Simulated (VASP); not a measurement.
# Sn (P6/mmm) in VASP: further runs

Sn is run at these levels: revPBE; tasks: single point.

All numbers are computed with VASP 6.6.1; they aren't measurements. Logs are shortened: lines on timing, memory, paths and dates and some standing lists are left out, and cuts for length are marked.

**1. The cell of the first run**

The structure is hexagonal, space group P6/mmm (No. 191). Conventional cell: a = 5.448 Å, b = 5.448 Å, c = 3.324 Å, α = 90.00°, β = 90.00°, γ = 120.00°. Within 4.4 Å of Sn (site symmetry 6/mmm) lie 14 Sn at 3.32 to 3.56 Å. Sn (site symmetry -6m2) has 11 Sn at 3.15 to 3.56 Å within 4.1 Å.

**2. Single point, revPBE**

Contents of INCAR:

```
SYSTEM = Sn
PREC = Accurate
ENCUT = 520
EDIFF = 1E-7
ISMEAR = -1
SIGMA = 0.1
LREAL = .FALSE.
LASPH = .TRUE.
NELM = 100
ALGO = Normal
ISIF = 2
LWAVE = .FALSE.
LCHARG = .FALSE.
GGA = RE
NBANDS = 28
```

Contents of KPOINTS:

```
Automatic mesh
0
G
  7 7 10
  0 0 0
```

Contents of POSCAR:

```
Sn
1.0
    5.4484204785      0.0000000000      0.0000000000
   -2.7242102392      4.7184705449      0.0000000000
    0.0000000000      0.0000000000      3.3243236040
Sn
3
Direct
    0.0000000000      0.0000000000      0.0000000000
    0.3333333333      0.6666666667      0.5000000000
    0.6666666667      0.3333333333      0.5000000000
```

Potentials or basis: VASP PAW PBE potentials, release 64 (Sn_d).

The run is started by

```bash
$ cat potpaw_PBE.64/Sn_d/POTCAR > POTCAR
$ mpirun -np 1 vasp_std > vasp.out
```

OUTCAR:

```text
SYSTEM = Sn
   PREC = Accurate
   ENCUT = 520
   EDIFF = 1E-7
   ISMEAR = -1
   LREAL = .FALSE.
   LASPH = .TRUE.
   NELM = 100
   ISIF = 2
   GGA = RE

 ion  position               nearest neighbor table
   1  0.000  0.000  0.000-   2 3.56   3 3.56   2 3.56   3 3.56   2 3.56   2 3.56   3 3.56   3 3.56
                             3 3.56   3 3.56   2 3.56   2 3.56
   2  0.333  0.667  0.500-   3 3.15   3 3.15   3 3.15   1 3.56   1 3.56   1 3.56   1 3.56   1 3.56
                             1 3.56
   3  0.667  0.333  0.500-   2 3.15   2 3.15   2 3.15   1 3.56   1 3.56   1 3.56   1 3.56   1 3.56
                             1 3.56

  LATTYP: Found a hexagonal cell.
 ALAT       =     5.4484204785
 C/A-ratio  =     0.6101444661

  Lattice vectors:

 A1 = (   5.4484204785,   0.0000000000,   0.0000000000)
 A2 = (  -2.7242102392,   4.7184705449,   0.0000000000)
 A3 = (   0.0000000000,   0.0000000000,   3.3243236040)

Analysis of symmetry for initial positions (statically):
=====================================================================
 Subroutine PRICEL returns:
 Original cell was already a primitive cell.

 Routine SETGRP: Setting up the symmetry group for a
 hexagonal supercell.

 Subroutine GETGRP returns: Found 24 space group operations
 (whereof 24 operations were pure point group operations)
 out of a pool of 24 trial point group operations.

The static configuration has the point symmetry D_6h.

Analysis of symmetry for dynamics (positions and initial velocities):
=====================================================================
 Subroutine PRICEL returns:
 Original cell was already a primitive cell.

 Routine SETGRP: Setting up the symmetry group for a
 hexagonal supercell.

 Subroutine GETGRP returns: Found 24 space group operations
 (whereof 24 operations were pure point group operations)
 out of a pool of 24 trial point group operations.

The dynamic configuration has the point symmetry D_6h.

 Subroutine INISYM returns: Found 24 space group operations
 (whereof 24 operations are pure point group operations),
 and found     1 'primitive' translations

----------------------------------------------------------------------------------------

                                     Primitive cell

  volume of cell :      85.4624

  direct lattice vectors                    reciprocal lattice vectors
     5.448420479  0.000000000  0.000000000     0.183539432  0.105966540  0.000000000
    -2.724210239  4.718470545  0.000000000     0.000000000  0.211933081  0.000000000
     0.000000000  0.000000000  3.324323604     0.000000000  0.000000000  0.300813073

  length of vectors
     5.448420479  5.448420478  3.324323604     0.211933081  0.211933081  0.300813073

  position of ions in fractional coordinates (direct lattice)
     0.000000000  0.000000000  0.000000000
     0.333333333  0.666666667  0.500000000
     0.666666667  0.333333333  0.500000000

  ion indices of the primitive-cell ions
   primitive index   ion index
                 1           1
                 2           2
                 3           3

----------------------------------------------------------------------------------------

 KPOINTS: Automatic mesh

Automatic generation of k-mesh.
 Grid dimensions read from file:
 generate k-points for:    7    7   10

 Generating k-lattice:

  Cartesian coordinates                     Fractional coordinates (reciprocal lattice)
     0.026219919  0.015138077  0.000000000     0.142857143  0.000000000  0.000000000
     0.000000000  0.030276154  0.000000000     0.000000000  0.142857143  0.000000000
     0.000000000  0.000000000  0.030081307     0.000000000  0.000000000  0.100000000

  Length of vectors
     0.030276154  0.030276154  0.030081307

  Shift w.r.t. Gamma in fractional coordinates (k-lattice)
     0.000000000  0.000000000  0.000000000

 Subroutine IBZKPT returns following result:
 ===========================================

 Found     48 irreducible k-points:

 Following reciprocal coordinates:
            Coordinates               Weight
  0.000000  0.000000  0.000000      1.000000
  0.142857  0.000000  0.000000      6.000000
  0.285714  0.000000  0.000000      6.000000
  0.428571  0.000000  0.000000      6.000000
  0.142857  0.142857  0.000000      6.000000
  0.285714  0.142857  0.000000     12.000000
[... 16 lines left out ...]
  0.428571  0.142857  0.200000     12.000000
  0.285714  0.285714  0.200000     12.000000
 [... further k-points ...]
   k-points           NKPTS =     48   k-points in BZ     NKDIM =     48   number of bands    NBANDS=     28
   number of dos      NEDOS =    301   number of ions     NIONS =      3
   total plane-waves  NPLWV =  49392
   dimension x,y,z NGX =    42 NGY =   42 NGZ =   28
   dimension x,y,z NGXF=    84 NGYF=   84 NGZF=   56
   ions per type =               3
   NGX,Y,Z   is equivalent  to a cutoff of  12.82, 12.82, 14.00 a.u.
   NGXF,Y,Z  is equivalent  to a cutoff of  25.63, 25.63, 28.01 a.u.
 SYSTEM =  Sn
   PREC   = accura    normal or accurate (medium, high low for compatibility)
   ISTART =      0    job   : 0-new  1-cont  2-samecut
   ICHARG =      2    charge: 1-file 2-atom 10-const
   ISPIN  =      1    spin polarized calculation?
   LNONCOLLINEAR =      F non collinear calculations
   LSORBIT =      F    spin-orbit coupling
   LASPH  =      T    aspherical Exc in radial PAW
   ENCUT  =  520.0 eV  38.22 Ry    6.18 a.u.  10.13 10.13  6.18*2*pi/ulx,y,z
   NELM   =    100;   NELMIN=  2; NELMDL= -5     # of ELM steps
   EDIFF  = 0.1E-06   stopping-criterion for ELM
   LREAL  =      F    real-space projection
   EDIFFG = 0.1E-05   stopping-criterion for IOM
   NSW    =      0    number of steps for IOM
   IBRION =     -1    ionic relax: 0-MD 1-quasi-New 2-CG
   NFREE  =      0    steps in history (QN), initial steepest desc. (CG)
   ISIF   =      2    stress and relaxation
   ISYM   =      2    0-nonsym 1-usesym 2-fastsym
   POTIM  = 0.5000    time-step for ionic-motion
   TEBEG  =    0.0;   TEEND  =   0.0 temperature during run
   PSTRESS=    0.0 pullay stress
   NELECT =      42.0000    total number of electrons
   NUPDOWN=      -1.0000    fix difference up-down
   EMIN   =  10.00;   EMAX   =-10.00  energy-range for DOS
   EFERMI =   0.00;   METHOD = LEGACY
   ISMEAR =    -1;   SIGMA  =   0.10  broadening in eV -4-tet -1-fermi 0-gaus
   EFERMI_NEDOS =   21; number of points for ismear=-14 and -15
   IALGO  =     38    algorithm
   IMIX   =      4    mixing-type and parameters
     AMIX     =   0.40;   BMIX     =  1.00
     AMIX_MAG =   1.60;   BMIX_MAG =  1.00
  volume/ion in A,a.u.               =      28.49       192.24
  Fermi-wavevector in a.u.,A,eV,Ry     =   1.291912  2.441359 22.708616  1.669036
  Thomas-Fermi vector in A             =   2.423652
   LORBIT       =      0    0 simple, 1 ext, 2 COOP (PROOUT), +10 PAW based schemes
   GGA     = RE    functional components
   LHFCALC =     F    Hartree Fock is set to
   AEXX    =    0.0000 exact exchange contribution
   IVDW    =     0    specifies the selected vdW correction
   LEPSILON=     F    determine dielectric tensor
   LRPA    =     F    only Hartree local field effects (RPA)
 non-spin polarized calculation
  energy-cutoff  :      520.00
  volume of cell :       85.46
 maximum number of plane-waves:      2328
 NGX is ok and might be reduce to    42
   NGX = 21   NGY = 21   NGZ = 13

 number of electron      42.0000012 magnetization

 Free energy of the ion-electron system (eV)
  ---------------------------------------------------
  ext. energy  EPLUGINS =         0.00000000
  ---------------------------------------------------
  free energy    TOTEN  =       -10.41602054 eV

  energy without entropy =      -10.35776625  energy(sigma->0) =      -10.38689340

 E-fermi :   7.7017     XC(G=0): -10.0818

 val. band max:        7.6673328754   @ k =   0.2857   0.1429   0.3000
 cond. band min:       7.7484238937   @ k =   0.1429   0.0000   0.5000
 fundamental gap:      0.0810910183
 Fermi energy:         7.7017330138

 k-point     1 :       0.0000    0.0000    0.0000
  band No.  band energies     occupation
      1     -14.1046      2.00000
      2     -14.0522      2.00000
      3     -14.0522      2.00000
      4     -14.0011      2.00000
      5     -14.0011      2.00000
      6     -13.9663      2.00000
[... 20 lines left out ...]
     27      15.2685      0.00000
     28      15.3290      0.00000

 k-point     2 :       0.1429    0.0000    0.0000
  band No.  band energies     occupation
      1     -14.1038      2.00000
      2     -14.0531      2.00000
      3     -14.0528      2.00000
      4     -14.0019      2.00000
      5     -14.0009      2.00000
      6     -13.9654      2.00000
[... 20 lines left out ...]
     27      14.8641      0.00000
     28      15.0394      0.00000

 k-point     3 :       0.2857    0.0000    0.0000
  band No.  band energies     occupation
      1     -14.1022      2.00000
      2     -14.0559      2.00000
      3     -14.0551      2.00000
      4     -14.0035      2.00000
      5     -13.9997      2.00000
      6     -13.9620      2.00000
[... 20 lines left out ...]
     27      14.4195      0.00000
     28      14.6244      0.00000

 k-point     4 :       0.4286    0.0000    0.0000
  band No.  band energies     occupation
      1     -14.1009      2.00000
      2     -14.0602      2.00000
      3     -14.0565      2.00000
      4     -14.0048      2.00000
      5     -13.9980      2.00000
      6     -13.9547      2.00000
[... 578 lines left out ...]
     27      12.9510      0.00000
     28      15.0754      0.00000

 k-point    23 :       0.4286    0.1429    0.2000
  band No.  band energies     occupation
      1     -14.0555      2.00000
      2     -14.0554      2.00000
      3     -14.0470      2.00000
      4     -14.0256      2.00000
      5     -14.0195      2.00000
      6     -13.9416      2.00000
[... 20 lines left out ...]
     27      12.5587      0.00000
     28      14.6907      0.00000

 k-point    24 :       0.2857    0.2857    0.2000
  band No.  band energies     occupation
      1     -14.0560      2.00000
      2     -14.0554      2.00000
      3     -14.0471      2.00000
      4     -14.0215      2.00000
      5     -14.0207      2.00000
      6     -13.9496      2.00000
[... 20 lines left out ...]
     27      13.1489      0.00000
     28      15.8988      0.00000

 [... further k-points ...]

------------------------ aborting loop because EDIFF is reached ----------------------------------------

  FORCE on cell =-STRESS in cart. coord.  units (eV):
  Direction    XX          YY          ZZ          XY          YZ          ZX
  --------------------------------------------------------------------------------------
  -------------------------------------------------------------------------------------
  Total       -0.0168915     -0.0168915     -0.0509090     -0.0000000      0.0000000     -0.0000000
  in kB       -0.3166669     -0.3166669     -0.9544000     -0.0000000      0.0000000     -0.0000000
  external PRESSURE =      -0.5292446 kB  Pullay stress =       0.0000000 kB

 VOLUME and BASIS-vectors are now :
 -----------------------------------------------------------------------------
  energy-cutoff  :      520.00
  volume of cell :       85.46
      direct lattice vectors                 reciprocal lattice vectors
     5.448420479  0.000000000  0.000000000     0.183539432  0.105966540  0.000000000
    -2.724210239  4.718470545  0.000000000     0.000000000  0.211933081  0.000000000
     0.000000000  0.000000000  3.324323604     0.000000000  0.000000000  0.300813073

 POSITION                                       TOTAL-FORCE (eV/Angst)
 -----------------------------------------------------------------------------------
      0.00000      0.00000      0.00000         0.000000      0.000000     -0.000000
     -0.00000      3.14565      1.66216         0.000000     -0.000000     -0.000000
      2.72421      1.57282      1.66216        -0.000000      0.000000      0.000000
 -----------------------------------------------------------------------------------
    total drift:                                0.000000      0.000000     -0.000000

  FREE ENERGIE OF THE ION-ELECTRON SYSTEM (eV)
  ---------------------------------------------------
  free  energy   TOTEN  =       -10.4160205379 eV

  energy  without entropy=      -10.3577662550  energy(sigma->0) =      -10.38689340
```

Wall time 65 s (1 thread of Intel Xeon 6975P-C (Granite Rapids), shared host); peak memory 0.25 GiB.

What came out:

* Free energy: -10.4160 eV
* Pressure: -0.1 GPa
* Band gap on the k mesh: zero (band 21 reaches 9.61 eV, above the bottom of band 22 at 5.33 eV)

Caveat: the PAW data sets were made with another functional, which shifts forces and pressure a little; spin-orbit coupling is left out, which moves the levels of the heavy elements.

(Part 1 of 2 ends here.)
